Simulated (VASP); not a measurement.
# YbMn2Sb2 (P-3m1) in VASP: single point with PBE

Aim: the single point of YbMn2Sb2 with PBE.

Everything below comes from runs of VASP 6.6.1. Logs are shortened: lines on timing, memory, paths and dates and some standing lists are left out, and cuts for length are marked.

### Step 1. The cell of the first run

The structure is trigonal, space group P-3m1 (No. 164). The conventional cell has a = 4.522 Å, b = 4.522 Å, c = 7.439 Å, α = 90.00°, β = 90.00°, γ = 120.00°. Within 4.3 Å of Yb (site symmetry -3m) lie 6 Sb at 3.25 Å and 6 Mn at 3.85 Å. Within 3.5 Å of Mn (site symmetry 3m) lie 4 Sb at 2.68 to 2.76 Å and 3 Mn at 3.16 Å. Sb (site symmetry 3m) has 4 Mn at 2.68 to 2.76 Å and 3 Yb at 3.25 Å within 3.5 Å.

### Step 2. Single point, PBE, collinear spin, ferromagnetic start

Contents of INCAR:

```
PREC = Accurate ; ENCUT = 520
EDIFF = 1E-6 ; ISMEAR = 0
SIGMA = 0.1 ; LREAL = F
LASPH = T ; NELM = 150
ALGO = Normal ; ISIF = 2
LWAVE = F ; LCHARG = F
ISPIN = 2 ; MAGMOM = 1 4.5 4.5 0 0
LORBIT = 11 ; LMAXMIX = 6
GGA = PE ; NBANDS = 42
```

Contents of KPOINTS:

```
regular mesh
0
Gamma
  8 8 4
```

Contents of POSCAR:

```
YbMn2Sb2
1.0
    4.5220013500      0.0000000000      0.0000000000
   -2.2610006800      3.9161680500      0.0000000000
    0.0000000000      0.0000000000      7.4390000000
Yb Mn Sb
1 2 2
Direct
    0.0000000000      0.0000000000      0.0000000000
    0.3333333300      0.6666666700      0.6200000000
    0.6666666700      0.3333333300      0.3800000000
    0.3333333300      0.6666666700      0.2600000000
    0.6666666700      0.3333333300      0.7400000000
```

Potentials or basis: VASP PAW PBE potentials, release 64 (Yb, Mn_pv, Sb).

Started as:

```sh
$ cat potpaw_PBE.64/Yb/POTCAR potpaw_PBE.64/Mn_pv/POTCAR potpaw_PBE.64/Sb/POTCAR > POTCAR
$ mpirun -np 1 vasp_std > vasp.out
```

OUTCAR:

```text
PREC = Accurate
   ENCUT = 520
   EDIFF = 1E-6
   ISMEAR = 0
   LREAL = F
   LASPH = T
   NELM = 150
   ISIF = 2
   ISPIN = 2
   LORBIT = 11
   GGA = PE

 ion  position               nearest neighbor table
   1  0.000  0.000  0.000-   4 3.25   5 3.25   5 3.25   4 3.25   5 3.25   4 3.25
   2  0.333  0.667  0.620-   4 2.68   5 2.76   5 2.76   5 2.76   3 3.16   3 3.16   3 3.16
   3  0.667  0.333  0.380-   5 2.68   4 2.76   4 2.76   4 2.76   2 3.16   2 3.16   2 3.16
   4  0.333  0.667  0.260-   2 2.68   3 2.76   3 2.76   3 2.76   1 3.25   1 3.25   1 3.25
   5  0.667  0.333  0.740-   3 2.68   2 2.76   2 2.76   2 2.76   1 3.25   1 3.25   1 3.25

  LATTYP: Found a hexagonal cell.
 ALAT       =     4.5220013500
 C/A-ratio  =     1.6450680626

  Lattice vectors:

 A1 = (   4.5220013500,   0.0000000000,   0.0000000000)
 A2 = (  -2.2610006800,   3.9161680500,   0.0000000000)
 A3 = (   0.0000000000,   0.0000000000,   7.4390000000)

Analysis of symmetry for initial positions (statically):
=====================================================================
 Subroutine PRICEL returns:
 Original cell was already a primitive cell.

 Routine SETGRP: Setting up the symmetry group for a
 hexagonal supercell.

 Subroutine GETGRP returns: Found 12 space group operations
 (whereof 12 operations were pure point group operations)
 out of a pool of 24 trial point group operations.

The static configuration has the point symmetry D_3d.

Analysis of symmetry for dynamics (positions and initial velocities):
=====================================================================
 Subroutine PRICEL returns:
 Original cell was already a primitive cell.

 Routine SETGRP: Setting up the symmetry group for a
 hexagonal supercell.

 Subroutine GETGRP returns: Found 12 space group operations
 (whereof 12 operations were pure point group operations)
 out of a pool of 24 trial point group operations.

The dynamic configuration has the point symmetry D_3d.

Analysis of structural, dynamic, and magnetic symmetry:
=====================================================================
 Subroutine PRICEL returns:
 Original cell was already a primitive cell.

 Routine SETGRP: Setting up the symmetry group for a
 hexagonal supercell.

 Subroutine GETGRP returns: Found 12 space group operations
[... 139 lines left out ...]
   LRPA    =     F    only Hartree local field effects (RPA)
 spin polarized calculation
 Gauss-broadening in eV      SIGMA  =   0.10
  energy-cutoff  :      520.00
  volume of cell :      131.74
 maximum number of plane-waves:      3616
 NGX is ok and might be reduce to    36
   NGX = 17   NGY = 17   NGZ = 27

 number of electron      60.0000000 magnetization      10.0000000

 number of electron      59.9999994 magnetization       8.4486876

 Free energy of the ion-electron system (eV)
  ---------------------------------------------------
  ext. energy  EPLUGINS =         0.00000000
  ---------------------------------------------------
  free energy    TOTEN  =       -30.59299601 eV

  energy without entropy =      -30.55649962  energy(sigma->0) =      -30.57474781

 E-fermi :   5.1313     XC(G=0):  -9.8304

 val. band max:        5.1307832260   @ k =   0.3750   0.1250   0.0000
 cond. band min:       5.1365250244   @ k =   0.2500  -0.0000   0.2500
 fundamental gap:      0.0057417983
 Fermi energy:         5.1313438041

 spin component 1

 k-point     1 :       0.0000    0.0000    0.0000
  band No.  band energies     occupation
      1     -46.6011      1.00000
      2     -45.0965      1.00000
      3     -45.0965      1.00000
      4     -45.0845      1.00000
      5     -45.0845      1.00000
      6     -45.0183      1.00000
[... 1069 lines left out ...]
     41       9.5357      0.00000
     42      10.1670      0.00000

 [... further k-points ...]

 spin component 2

 k-point     1 :       0.0000    0.0000    0.0000
  band No.  band energies     occupation
      1     -46.5971      1.00000
      2     -41.0288      1.00000
      3     -41.0163      1.00000
      4     -41.0017      1.00000
      5     -41.0017      1.00000
      6     -40.9870      1.00000
[... 1069 lines left out ...]
     41       9.8992      0.00000
     42      10.6227      0.00000

 [... further k-points ...]

------------------------ aborting loop because EDIFF is reached ----------------------------------------

  FORCE on cell =-STRESS in cart. coord.  units (eV):
  Direction    XX          YY          ZZ          XY          YZ          ZX
  --------------------------------------------------------------------------------------
  -------------------------------------------------------------------------------------
  Total       -6.5136660     -6.5136660     -4.8228946      0.0000000      0.0000000      0.0000000
  in kB      -79.2190263    -79.2190265    -58.6559120      0.0000001      0.0000000      0.0000000
  external PRESSURE =     -72.3646549 kB  Pullay stress =       0.0000000 kB

 VOLUME and BASIS-vectors are now :
 -----------------------------------------------------------------------------
  energy-cutoff  :      520.00
  volume of cell :      131.74
      direct lattice vectors                 reciprocal lattice vectors
     4.522001350  0.000000000  0.000000000     0.221141022  0.127675829  0.000000000
    -2.261000680  3.916168050  0.000000000     0.000000000  0.255351657  0.000000000
     0.000000000  0.000000000  7.439000000     0.000000000  0.000000000  0.134426670

 POSITION                                       TOTAL-FORCE (eV/Angst)
 -----------------------------------------------------------------------------------
      0.00000      0.00000      0.00000         0.000000      0.000000     -0.000000
     -0.00000      2.61078      4.61218         0.000000      0.000000      0.294360
      2.26100      1.30539      2.82682        -0.000000      0.000000     -0.294360
     -0.00000      2.61078      1.93414         0.000000      0.000000     -0.533818
      2.26100      1.30539      5.50486         0.000000     -0.000000      0.533818
 -----------------------------------------------------------------------------------
    total drift:                                0.000000      0.000000      0.000000

  FREE ENERGIE OF THE ION-ELECTRON SYSTEM (eV)
  ---------------------------------------------------
  free  energy   TOTEN  =       -30.5929960087 eV

  energy  without entropy=      -30.5564996186  energy(sigma->0) =      -30.57474781

 total charge

# of ion       s       p       d       f       tot
--------------------------------------------------
    1        2.116   5.994   0.308  13.630  22.048
    2        0.266   6.192   4.966   0.000  11.424
    3        0.266   6.192   4.966   0.000  11.424
    4        1.107   1.398   0.029   0.000   2.533
    5        1.107   1.398   0.029   0.000   2.533
--------------------------------------------------
tot          4.863  21.173  10.297  13.630  49.963

 magnetization (x)

# of ion       s       p       d       f       tot
--------------------------------------------------
    1        0.008   0.004   0.043  -0.029   0.026
    2        0.041   0.041   3.792   0.000   3.875
    3        0.041   0.041   3.792   0.000   3.875
    4        0.002  -0.049   0.009   0.000  -0.038
    5        0.002  -0.049   0.009   0.000  -0.038
--------------------------------------------------
tot          0.095  -0.011   7.647  -0.029   7.701
```

stdout:

```text
POSCAR found type information on POSCAR YbMnSb
 POSCAR found :  3 types and       5 ions
 scaLAPACK will be used
 LDA part: xc-table for (Slater+PW92), standard interpolation
 POSCAR, INCAR and KPOINTS ok, starting setup
 FFT: planning ... GRIDC
 FFT: planning ... GRID_SOFT
 FFT: planning ... GRID
 WAVECAR not read
 entering main loop
```

It took 29 min on 1 thread of Intel Xeon 6975P-C (Granite Rapids), shared host; peak memory 0.5 GiB.

What came out:

```yaml
Free_energy: -30.5930 eV
Pressure: -7.2 GPa
Largest_force: 0.534 eV/Å
Net_moment: 8.45 μB per cell
Site_moments: Yb +0.03; Mn +3.88; Sb -0.04 μB
Valence_electrons_inside_the_program's_atomic_spheres: Yb 22.05; Mn 11.42; Sb 2.53
```

Forces on the atoms (eV/Å):
```
Yb   0.000  0.000  0.000
Mn   0.000  0.000  0.294
Mn   0.000  0.000 -0.294
Sb   0.000  0.000 -0.534
Sb   0.000  0.000  0.534
```

Caveat: the cell stands under tension; spin-orbit coupling is left out, which moves the levels of the heavy elements; only a ferromagnetic start was run, and an antiferromagnetic order may lie lower in energy. The state reached can hang on the start; a lower one may exist.
